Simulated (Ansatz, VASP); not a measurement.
# One calculation of KNiTe3, two programs

```xyz
5
Lattice="4.7745 0.0000 0.0000 0.0000 4.7745 0.0000 0.0000 0.0000 4.7745" Properties=species:S:1:pos:R:3 pbc="T T T"
K     2.3873    2.3873    2.3873
Ni    0.0000    0.0000    0.0000
Te    2.3873    0.0000    0.0000
Te    0.0000    2.3873    0.0000
Te    0.0000    0.0000    2.3873
```

Alike in both runs: task single point; functional PBE; k mesh 7 × 7 × 7; non-collinear spin, spin-orbit coupling.

|  | VASP | Ansatz |
| --- | --- | --- |
| version | VASP 6.6.1 | Ansatz 0.2.0 |
| potentials or method | VASP PAW PBE potentials, release 64 (K_sv, Ni, Te), cutoff 520 eV | PAW plane waves |
| occupations | fermi-dirac, width 0.1 eV | fermi-dirac |
| valence electrons in the cell | 37 | 75 |

VASP gave:

* pressure (GPa): 23.8

Task: What did Ansatz give for the same quantities?

Result: Pressure (GPa): 23.9.

VASP's potentials hold 37 valence electrons a cell and Ansatz's 75, so a difference there can come from the potentials and not from the codes.
